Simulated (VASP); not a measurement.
Here is a VASP 6.6.1 calculation.

Contents of INCAR:

```
SYSTEM = BaTiO3
PREC     = Accurate       ! precision mode
ENCUT    = 520            ! plane-wave cutoff, eV
EDIFF    = 1E-8           ! SCF threshold, eV
ISMEAR   = -1             ! smearing method
SIGMA    = 0.05           ! smearing width, eV
LREAL    = .False.        ! projectors in reciprocal space
LASPH    = .True.         ! aspherical terms in the spheres
NELM     = 100            ! most SCF steps
ALGO     = Normal         ! electronic algorithm
ISIF     = 2              ! what is computed and relaxed
LWAVE    = .False.        ! write WAVECAR
LCHARG   = .False.        ! write CHGCAR
GGA      = PE             ! functional
LEFG     = .True.       
NBANDS   = 28             ! bands
```

The input KPOINTS:

```
Automatic mesh
0
Gamma
  8 8 8
  0 0 0
```

The input POSCAR:

```
BaTiO3
1.0
    4.0073000000     -0.0400730000     -0.0400730000
   -0.0400730000      4.0073000000     -0.0400730000
   -0.0400730000     -0.0400730000      4.0073000000
Ba Ti O
1 1 3
Direct
    0.5000000000      0.5000000000      0.5000000000
    0.0000000000      0.0000000000      0.0000000000
    0.5000000000      0.0000000000      0.0000000000
    0.0000000000      0.5000000000      0.0000000000
    0.0000000000      0.0000000000      0.5000000000
```

Potentials or basis: VASP PAW PBE potentials, release 64 (Ba_sv, Ti_sv, O).

Command:

```console
$ cat potpaw_PBE.64/Ba_sv/POTCAR potpaw_PBE.64/Ti_sv/POTCAR potpaw_PBE.64/O/POTCAR > POTCAR
$ mpirun -np 1 vasp_std > vasp.out
```

Q: Estimate the pressure.

A: 3.4 GPa.

Q: What does it give for the band gap on the k mesh?

A: 1.63 eV (least direct gap 1.70 eV).

Electric field gradients, principal values (V/Å²):
```
atom    least   middle  greatest (by size)
1 Ba   12.139   12.139             -24.279
2 Ti   -3.700   -3.700               7.400
 3 O  -12.739  -12.872              25.611
 4 O  -12.739  -12.872              25.611
 5 O  -12.739  -12.872              25.611
```

Caveat: the cell differs from its parent crystal (equal xy, yz and zx shear strains of -2 %); the cell stands under pressure; without QUAD_EFG the Cq values of the log hold for a quadrupole moment of 1 mb, not for the nuclei; spin-orbit coupling is left out, which moves the levels of the heavy elements. A k mesh can miss the band edges.
